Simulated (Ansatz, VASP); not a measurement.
**One calculation of NaHgF3, two programs**

Contents of POSCAR:

```
NaHgF3
1.0
    4.4988204079     -0.0899764082      0.0000000000
   -0.0899764082      4.4988204079      0.0000000000
    0.0000000000      0.0000000000      4.4988204079
Na Hg F
1 1 3
Direct
    0.0000000000      0.0000000000      0.0000000000
    0.5000000000      0.5000000000      0.5000000000
    0.5000000000      0.5000000000      0.0000000000
    0.5000000000      0.0000000000      0.5000000000
    0.0000000000      0.5000000000      0.5000000000
```

The input INCAR.step1:

```
ALGO = Normal
EDIFF = 1E-4
ENCUT = 520
GGA = PE
ISMEAR = 0
LASPH = T
LCHARG = F
LREAL = F
LWAVE = T
NBANDS = 28
NELM = 80
PREC = Accurate
SIGMA = 0.01
```

Contents of INCAR.step2:

```
ALGO = Normal
EDIFF = 1E-7
ENCUT = 520
ISIF = 2
ISMEAR = 0
ISTART = 1
LASPH = T
LCHARG = F
LMIXTAU = T
LREAL = F
LWAVE = F
METAGGA = R2SCAN
NBANDS = 28
NELM = 80
PREC = Accurate
SIGMA = 0.01
```

File KPOINTS:

```
k-points
0
Gamma
  6 6 6
```

Input for Ansatz:

```yaml
crystal:
  lattice:
    - [4.4988204079, -0.0899764082, 0.0]
    - [-0.0899764082, 4.4988204079, 0.0]
    - [0.0, 0.0, 4.4988204079]
  atoms:
    - { symbol: Na, position: [0.0, 0.0, 0.0] }
    - { symbol: Hg, position: [0.5, 0.5, 0.5] }
    - { symbol: F, position: [0.5, 0.5, 0.0] }
    - { symbol: F, position: [0.5, 0.0, 0.5] }
    - { symbol: F, position: [0.0, 0.5, 0.5] }
kpoints:
  mp_grid: { grid: [6, 6, 6] }
  band_path:
    path: [[0.0, 0.0, 0.0], [0.0, 0.5, 0.0], [0.5, 0.5, 0.0], [0.5, 0.5, 0.5]]
    npoints: 1
hamiltonian:
  xc: r2scan
scf:
  occupations: { method: fixed }
  n_extra_bands: 5
output:
  forces: true
  stress: true
  eigenvalues: true
```

Change from the starting cell: shear_xy strain -4.0%.

Alike in both runs: task single point; functional r2SCAN; k mesh 6 × 6 × 6; no spin polarisation.

|  | VASP | Ansatz |
| --- | --- | --- |
| version | VASP 6.6.1 | Ansatz 0.2.0 |
| potentials or method | VASP PAW PBE potentials, release 64 (Na_pv, Hg, F) | plane waves, PAW |
| plane-wave cutoff (eV) | 520 | 500 |
| occupations | gaussian, width 0.01 eV | fixed |
| valence electrons in the cell | 40 | 50 |

Ansatz gave:

```
gap on the k mesh at the Fermi level (eV)                     : 0.88
pressure (GPa)                                                : 0.0
traceless stress, the component that is largest in VASP (GPa) : 0.13
```

Problem. What did VASP give for the same quantities?

Solution. gap on the k mesh at the Fermi level (eV): 0.83; pressure (GPa): 0.5; traceless stress, the component that is largest in VASP (GPa): 0.09.

VASP's potentials were made for PBE, not for r2SCAN. VASP's potentials hold 40 valence electrons a cell and Ansatz's 50, so a difference there can come from the potentials and not from the codes.

Spin-orbit coupling is off throughout.
